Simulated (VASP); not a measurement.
# Nb3H in VASP: further runs

Nb3H is run at these levels: LDA; tasks: single point.

Program: VASP 6.6.1. These are calculated values, not measurements. Logs are shortened: lines on timing, memory, paths and dates and some standing lists are left out, and cuts for length are marked.

### Step 1. The cell of the first run

The cell holds a slab with vacuum, 4 atoms: a = 2.927 Å, b = 2.927 Å, c = 21.196 Å, α = 90.00°, β = 90.00°, γ = 90.00°.

### Step 2. Single point, LDA, collinear spin

Contents of INCAR:

```
SYSTEM = Nb3H
ALGO = Normal
DIPOL = 0.5 0.5 0.332
EDIFF = 1E-6
ENCUT = 520
IDIPOL = 3
ISIF = 2
ISMEAR = 0
ISPIN = 2
LASPH = .True.
LCHARG = .False.
LDIPOL = .True.
LMAXMIX = 4
LORBIT = 11
LREAL = .False.
LWAVE = .False.
MAGMOM = 0 0 0 1
NBANDS = 32
NELM = 150
PREC = Accurate
SIGMA = 0.1
```

Contents of KPOINTS:

```
k-points
0
Gamma
  9 9 1
  0 0 0
```

Contents of POSCAR:

```
Nb3H
1.0
    2.9270177637      0.0000000000      0.0000000000
    0.0000000000      2.9270177637      0.0000000000
    0.0000000000      0.0000000000     21.1957939222
Nb H
3 1
Direct
    0.5000000000      0.5000000000      0.1887166867
    0.0000000000      0.0000000000      0.2876907936
    0.5000000000      0.5000000000      0.3866707684
    0.5000000000      0.5000000000      0.4664035685
```

Potentials or basis: VASP PAW LDA potentials, release 64 (Nb_sv, H).

On the command line:

```bash
$ cat potpaw_LDA.64/Nb_sv/POTCAR potpaw_LDA.64/H/POTCAR > POTCAR
$ mpirun -np 1 vasp_std > vasp.out
```

OUTCAR:

```text
SYSTEM = Nb3H
   EDIFF = 1E-6
   ENCUT = 520
   ISIF = 2
   ISMEAR = 0
   ISPIN = 2
   LASPH = .True.
   LORBIT = 11
   LREAL = .False.
   NELM = 150
   PREC = Accurate

 ion  position               nearest neighbor table
   1  0.500  0.500  0.189-   2 2.95   2 2.95   2 2.95   2 2.95
   2  0.000  0.000  0.288-   1 2.95   1 2.95   1 2.95   1 2.95   3 2.95   3 2.95   3 2.95   3 2.95

   3  0.500  0.500  0.387-   4 1.69   2 2.95   2 2.95   2 2.95   2 2.95
   4  0.500  0.500  0.466-   3 1.69

  LATTYP: Found a simple tetragonal cell.
 ALAT       =     2.9270177637
 C/A-ratio  =     7.2414298899

  Lattice vectors:

 A1 = (   2.9270177637,   0.0000000000,   0.0000000000)
 A2 = (   0.0000000000,   2.9270177637,   0.0000000000)
 A3 = (   0.0000000000,   0.0000000000,  21.1957939222)

Analysis of symmetry for initial positions (statically):
=====================================================================
 Subroutine PRICEL returns:
 Original cell was already a primitive cell.

 Routine SETGRP: Setting up the symmetry group for a
 simple tetragonal supercell.

 Subroutine GETGRP returns: Found  8 space group operations
 (whereof  8 operations were pure point group operations)
 out of a pool of 16 trial point group operations.

The static configuration has the point symmetry C_4v.

Analysis of symmetry for dynamics (positions and initial velocities):
=====================================================================
 Subroutine PRICEL returns:
 Original cell was already a primitive cell.

 Routine SETGRP: Setting up the symmetry group for a
 simple tetragonal supercell.

 Subroutine GETGRP returns: Found  8 space group operations
 (whereof  8 operations were pure point group operations)
 out of a pool of 16 trial point group operations.

The dynamic configuration has the point symmetry C_4v.

Analysis of structural, dynamic, and magnetic symmetry:
=====================================================================
 Subroutine PRICEL returns:
 Original cell was already a primitive cell.

 Routine SETGRP: Setting up the symmetry group for a
 simple tetragonal supercell.

 Subroutine GETGRP returns: Found  8 space group operations
 (whereof  8 operations were pure point group operations)
 out of a pool of 16 trial point group operations.

The overall configuration has the point symmetry C_4v.

 Subroutine INISYM returns: Found  8 space group operations
 (whereof  8 operations are pure point group operations),
 and found     1 'primitive' translations

----------------------------------------------------------------------------------------

                                     Primitive cell

  volume of cell :     181.5935

  direct lattice vectors                    reciprocal lattice vectors
     2.927017764  0.000000000  0.000000000     0.341644664  0.000000000  0.000000000
     0.000000000  2.927017764  0.000000000     0.000000000  0.341644664  0.000000000
     0.000000000  0.000000000 21.195793922     0.000000000  0.000000000  0.047179172

  length of vectors
     2.927017764  2.927017764 21.195793922     0.341644664  0.341644664  0.047179172

  position of ions in fractional coordinates (direct lattice)
     0.500000000  0.500000000  0.188716687
     0.000000000  0.000000000  0.287690794
     0.500000000  0.500000000  0.386670768
     0.500000000  0.500000000  0.466403568

  ion indices of the primitive-cell ions
   primitive index   ion index
                 1           1
                 2           2
                 3           3
                 4           4

----------------------------------------------------------------------------------------

 KPOINTS: k-points

Automatic generation of k-mesh.
 Grid dimensions read from file:
 generate k-points for:    9    9    1

 Generating k-lattice:

  Cartesian coordinates                     Fractional coordinates (reciprocal lattice)
     0.037960518  0.000000000  0.000000000     0.111111111  0.000000000  0.000000000
     0.000000000  0.037960518  0.000000000     0.000000000  0.111111111  0.000000000
     0.000000000  0.000000000  0.047179172     0.000000000  0.000000000  1.000000000

  Length of vectors
     0.037960518  0.037960518  0.047179172

  Shift w.r.t. Gamma in fractional coordinates (k-lattice)
     0.000000000  0.000000000  0.000000000

 Subroutine IBZKPT returns following result:
 ===========================================

 Found     15 irreducible k-points:

 Following reciprocal coordinates:
            Coordinates               Weight
  0.000000  0.000000  0.000000      1.000000
  0.111111  0.000000  0.000000      4.000000
  0.222222  0.000000  0.000000      4.000000
  0.333333  0.000000  0.000000      4.000000
  0.444444  0.000000  0.000000      4.000000
  0.111111  0.111111  0.000000      4.000000
  0.222222  0.111111  0.000000      8.000000
  0.333333  0.111111  0.000000      8.000000
  0.444444  0.111111  0.000000      8.000000
  0.222222  0.222222  0.000000      4.000000
  0.333333  0.222222  0.000000      8.000000
  0.444444  0.222222  0.000000      8.000000
  0.333333  0.333333  0.000000      4.000000
  0.444444  0.333333  0.000000      8.000000
  0.444444  0.444444  0.000000      4.000000
   k-points           NKPTS =     15   k-points in BZ     NKDIM =     15   number of bands    NBANDS=     32
   number of dos      NEDOS =    301   number of ions     NIONS =      4
   total plane-waves  NPLWV =  92160
   dimension x,y,z NGX =    24 NGY =   24 NGZ =  160
   dimension x,y,z NGXF=    48 NGYF=   48 NGZF=  320
   ions per type =               3   1
   NGX,Y,Z   is equivalent  to a cutoff of  13.63, 13.63, 12.55 a.u.
   NGXF,Y,Z  is equivalent  to a cutoff of  27.26, 27.26, 25.10 a.u.
 SYSTEM =  Nb3H
   PREC   = accura    normal or accurate (medium, high low for compatibility)
   ISTART =      0    job   : 0-new  1-cont  2-samecut
   ICHARG =      2    charge: 1-file 2-atom 10-const
   ISPIN  =      2    spin polarized calculation?
   LNONCOLLINEAR =      F non collinear calculations
   LSORBIT =      F    spin-orbit coupling
   LASPH  =      T    aspherical Exc in radial PAW
   ENCUT  =  520.0 eV  38.22 Ry    6.18 a.u.   5.44  5.44 39.41*2*pi/ulx,y,z
   NELM   =    150;   NELMIN=  2; NELMDL= -5     # of ELM steps
   EDIFF  = 0.1E-05   stopping-criterion for ELM
   LREAL  =      F    real-space projection
[... 7 lines left out ...]
   TEBEG  =    0.0;   TEEND  =   0.0 temperature during run
   PSTRESS=    0.0 pullay stress
   NELECT =      40.0000    total number of electrons
   NUPDOWN=      -1.0000    fix difference up-down
   EMIN   =  10.00;   EMAX   =-10.00  energy-range for DOS
   EFERMI =   0.00;   METHOD = LEGACY
   ISMEAR =     0;   SIGMA  =   0.10  broadening in eV -4-tet -1-fermi 0-gaus
   EFERMI_NEDOS =   21; number of points for ismear=-14 and -15
   IALGO  =     38    algorithm
   IMIX   =      4    mixing-type and parameters
     AMIX     =   0.40;   BMIX     =  1.00
     AMIX_MAG =   1.60;   BMIX_MAG =  1.00
  volume/ion in A,a.u.               =      45.40       306.36
  Fermi-wavevector in a.u.,A,eV,Ry     =   0.988693  1.868358 13.299877  0.977513
  Thomas-Fermi vector in A             =   2.120238
   LORBIT       =     11    0 simple, 1 ext, 2 COOP (PROOUT), +10 PAW based schemes
   GGA     = CA    functional components
   LHFCALC =     F    Hartree Fock is set to
   AEXX    =    0.0000 exact exchange contribution
   IVDW    =     0    specifies the selected vdW correction
   LEPSILON=     F    determine dielectric tensor
   LRPA    =     F    only Hartree local field effects (RPA)
 spin polarized calculation
 Gauss-broadening in eV      SIGMA  =   0.10
  energy-cutoff  :      520.00
  volume of cell :      181.59
 maximum number of plane-waves:      4927
 NGX is ok and might be reduce to    24
   NGX = 11   NGY = 11   NGZ = 79

 dipolmoment           0.000000      0.000000     -0.134081 electrons x Angstroem

 number of electron      39.9999999 magnetization       0.0003292

 dipolmoment           0.000000      0.000000      0.087156 electrons x Angstroem

 Free energy of the ion-electron system (eV)
  ---------------------------------------------------
  ext. energy  EPLUGINS =         0.00000000
  ---------------------------------------------------
  free energy    TOTEN  =       -33.34415134 eV

  energy without entropy =      -33.32751160  energy(sigma->0) =      -33.33583147

 E-fermi :  -0.3693     XC(G=0):  -5.0301

 val. band max:       -0.4232050926   @ k =   0.2222   0.0000   0.0000
 cond. band min:      -0.3412539944   @ k =   0.2222   0.1111   0.0000
 fundamental gap:      0.0819510983
 Fermi energy:        -0.3692814041

 spin component 1

 k-point     1 :       0.0000    0.0000    0.0000
  band No.  band energies     occupation
      1     -55.0158      1.00000
      2     -54.8874      1.00000
      3     -54.7554      1.00000
      4     -31.5784      1.00000
      5     -31.1412      1.00000
      6     -30.8859      1.00000
[... 514 lines left out ...]
     31       7.7343      0.00000
     32       8.8330      0.00000
 Fermi energy:        -0.3692814041

 spin component 2

 k-point     1 :       0.0000    0.0000    0.0000
  band No.  band energies     occupation
      1     -55.0158      1.00000
      2     -54.8873      1.00000
      3     -54.7554      1.00000
      4     -31.5784      1.00000
      5     -31.1412      1.00000
      6     -30.8859      1.00000
[... 514 lines left out ...]
     31       7.7344      0.00000
     32       8.8328      0.00000

------------------------ aborting loop because EDIFF is reached ----------------------------------------

 vacuum level on the upper side and lower side of the slab       (xc-potential included)         0.889        -0.906

  FORCE on cell =-STRESS in cart. coord.  units (eV):
  Direction    XX          YY          ZZ          XY          YZ          ZX
  --------------------------------------------------------------------------------------
  -------------------------------------------------------------------------------------
  Total       -6.2460340     -6.2460340      1.7060067      0.0000000      0.0000000      0.0000000
  in kB      -55.1079842    -55.1079842     15.0518859      0.0000000      0.0000000      0.0000000
  external PRESSURE =     -31.7213608 kB  Pullay stress =       0.0000000 kB

 VOLUME and BASIS-vectors are now :
 -----------------------------------------------------------------------------
  energy-cutoff  :      520.00
  volume of cell :      181.59
      direct lattice vectors                 reciprocal lattice vectors
     2.927017764  0.000000000  0.000000000     0.341644664  0.000000000  0.000000000
     0.000000000  2.927017764  0.000000000     0.000000000  0.341644664  0.000000000
     0.000000000  0.000000000 21.195793922     0.000000000  0.000000000  0.047179172

 POSITION                                       TOTAL-FORCE (eV/Angst)
 -----------------------------------------------------------------------------------
      1.46351      1.46351      4.00000         0.000000     -0.000000      0.495848
      0.00000      0.00000      6.09783         0.000000      0.000000     -0.842837
      1.46351      1.46351      8.19579         0.000000     -0.000000     -0.874881
      1.46351      1.46351      9.88579         0.000000      0.000000      1.221870
 -----------------------------------------------------------------------------------
    total drift:                                0.000000      0.000000      0.000149

  FREE ENERGIE OF THE ION-ELECTRON SYSTEM (eV)
  ---------------------------------------------------
  free  energy   TOTEN  =       -33.3441513416 eV

  energy  without entropy=      -33.3275116040  energy(sigma->0) =      -33.33583147

 vacuum level on the upper side and lower side of the slab         6.164         4.322

 total charge

# of ion       s       p       d       tot
------------------------------------------
    1        2.221   5.951   2.487  10.659
    2        2.235   6.022   2.423  10.679
    3        2.240   5.982   2.506  10.728
    4        0.531   0.013   0.000   0.544
--------------------------------------------------
tot          7.227  17.968   7.416  32.611

 magnetization (x)

# of ion       s       p       d       tot
------------------------------------------
    1       -0.000   0.000   0.000   0.000
    2        0.000   0.000  -0.000  -0.000
    3       -0.000   0.000  -0.000  -0.000
    4        0.000   0.000   0.000   0.000
--------------------------------------------------
tot         -0.000   0.000   0.000   0.000
```

It took 5.9 min on 1 thread of Intel Xeon 6975P-C (Granite Rapids), shared host; peak memory 0.32 GiB.

What came out:

| Item | Value |
| --- | --- |
| Free energy | -33.3442 eV |
| Largest force | 1.222 eV/Å |
| Band gap on the k mesh | zero (filled and empty bands overlap) |
| Net moment | 0.00 μB per cell |
| Valence electrons inside the program's atomic spheres | Nb 10.66, 10.68, 10.73; H 0.54 |

Forces on the atoms (eV/Å):
```
Nb   0.000  0.000  0.496
Nb   0.000  0.000 -0.843
Nb   0.000  0.000 -0.875
H    0.000  0.000  1.222
```

Levels at points of the mesh, in eV from the Fermi level:
Spin up:
| k point | band 17 | band 18 | band 19 | band 20 | band 21 | band 22 | band 23 | band 24 |
| --- | --- | --- | --- | --- | --- | --- | --- | --- |
| (0.00, 0.00, 0.00) | -2.94 | -2.07 | -0.80 | -0.23 | 0.58 | 0.58 | 1.70 | 2.18 |
Spin down:
```
           k point  band 17  band 18  band 19  band 20  band 21  band 22  band 23  band 24
(0.00, 0.00, 0.00)    -2.94    -2.07    -0.80    -0.23     0.58     0.58     1.70     2.18
```

### Step 3. Single point, LDA, collinear spin

Contents of INCAR:

```
PREC = Accurate ; ENCUT = 520
EDIFF = 1E-6 ; ISMEAR = 0
SIGMA = 0.1 ; LREAL = F
LASPH = T ; NELM = 150
ALGO = Normal ; ISIF = 2
LWAVE = F ; LCHARG = F
ISPIN = 2 ; MAGMOM = 0 0 0 1
LORBIT = 11 ; LMAXMIX = 4
LDIPOL = T ; IDIPOL = 3
DIPOL = 0.5 0.5 0.342 ; GGA = CA
NBANDS = 32
```

Contents of KPOINTS:

```
regular mesh
0
Gamma
  9 9 1
```

POSCAR: that of step 2 with these lines changed.

```diff
@@ -11,2 +11,2 @@
     0.5000000000      0.5000000000      0.3866707684
-    0.5000000000      0.5000000000      0.4664035685
+    0.5000000000      0.5000000000      0.5050904892
```

Potentials or basis: VASP PAW LDA potentials, release 64 (Nb_sv, H).

On the command line:

```bash
$ cat potpaw_LDA.64/Nb_sv/POTCAR potpaw_LDA.64/H/POTCAR > POTCAR
$ mpirun -np 1 vasp_std > vasp.out
```

OUTCAR:

```text
PREC = Accurate
   ENCUT = 520
   EDIFF = 1E-6
   ISMEAR = 0
   LREAL = F
   LASPH = T
   NELM = 150
   ISIF = 2
   ISPIN = 2
   LORBIT = 11
   GGA = CA

 ion  position               nearest neighbor table
   1  0.500  0.500  0.189-   2 2.95   2 2.95   2 2.95   2 2.95
   2  0.000  0.000  0.288-   1 2.95   1 2.95   1 2.95   1 2.95   3 2.95   3 2.95   3 2.95   3 2.95

   3  0.500  0.500  0.387-   2 2.95   2 2.95   2 2.95   2 2.95
   4  0.500  0.500  0.505-

  LATTYP: Found a simple tetragonal cell.
 ALAT       =     2.9270177637
 C/A-ratio  =     7.2414298899

  Lattice vectors:

 A1 = (   2.9270177637,   0.0000000000,   0.0000000000)
 A2 = (   0.0000000000,   2.9270177637,   0.0000000000)
 A3 = (   0.0000000000,   0.0000000000,  21.1957939222)

Analysis of symmetry for initial positions (statically):
=====================================================================
 Subroutine PRICEL returns:
[... 1250 lines left out ...]
  FORCE on cell =-STRESS in cart. coord.  units (eV):
  Direction    XX          YY          ZZ          XY          YZ          ZX
  --------------------------------------------------------------------------------------
  -------------------------------------------------------------------------------------
  Total       -7.3301792     -7.3301792     -4.5487690      0.0000000      0.0000000     -0.0000000
  in kB      -64.6732628    -64.6732628    -40.1332251      0.0000000      0.0000000     -0.0000000
  external PRESSURE =     -56.4932502 kB  Pullay stress =       0.0000000 kB

 VOLUME and BASIS-vectors are now :
 -----------------------------------------------------------------------------
  energy-cutoff  :      520.00
  volume of cell :      181.59
      direct lattice vectors                 reciprocal lattice vectors
     2.927017764  0.000000000  0.000000000     0.341644664  0.000000000  0.000000000
     0.000000000  2.927017764  0.000000000     0.000000000  0.341644664  0.000000000
     0.000000000  0.000000000 21.195793922     0.000000000  0.000000000  0.047179172

 POSITION                                       TOTAL-FORCE (eV/Angst)
 -----------------------------------------------------------------------------------
      1.46351      1.46351      4.00000         0.000000     -0.000000      0.356281
      0.00000      0.00000      6.09783         0.000000      0.000000     -0.641308
      1.46351      1.46351      8.19579         0.000000      0.000000      2.024257
      1.46351      1.46351     10.70579         0.000000      0.000000     -1.739230
 -----------------------------------------------------------------------------------
    total drift:                                0.000000      0.000000     -0.000233

  FREE ENERGIE OF THE ION-ELECTRON SYSTEM (eV)
  ---------------------------------------------------
  free  energy   TOTEN  =       -32.2991175456 eV

  energy  without entropy=      -32.2780728122  energy(sigma->0) =      -32.28859518

 vacuum level on the upper side and lower side of the slab         6.196         4.240

 total charge

# of ion       s       p       d       tot
------------------------------------------
    1        2.221   5.950   2.491  10.662
    2        2.232   6.025   2.417  10.674
    3        2.217   5.961   2.431  10.609
    4        0.362   0.001   0.000   0.364
--------------------------------------------------
tot          7.032  17.937   7.339  32.308

 magnetization (x)

# of ion       s       p       d       tot
------------------------------------------
    1        0.000  -0.000   0.001   0.001
    2       -0.000   0.001   0.010   0.011
    3        0.001   0.001   0.010   0.011
    4        0.047   0.000   0.000   0.047
--------------------------------------------------
tot          0.048   0.002   0.020   0.070
```

It took 6.7 min on 1 thread of Intel Xeon 6975P-C (Granite Rapids), shared host; peak memory 0.33 GiB.

What came out:

```
Free energy                                           : -32.2991 eV
Largest force                                         : 2.024 eV/Å
Net moment                                            : 0.15 μB per cell
Site moments                                          : Nb +0.00, +0.01 (each value once); H +0.05 μB
Valence electrons inside the program's atomic spheres : Nb 10.66, 10.67, 10.61; H 0.36
```

Forces on the atoms (eV/Å):
```
Nb   0.000  0.000  0.356
Nb   0.000  0.000 -0.641
Nb   0.000  0.000  2.024
H    0.000  0.000 -1.739
```

[end of part 1 of 2]
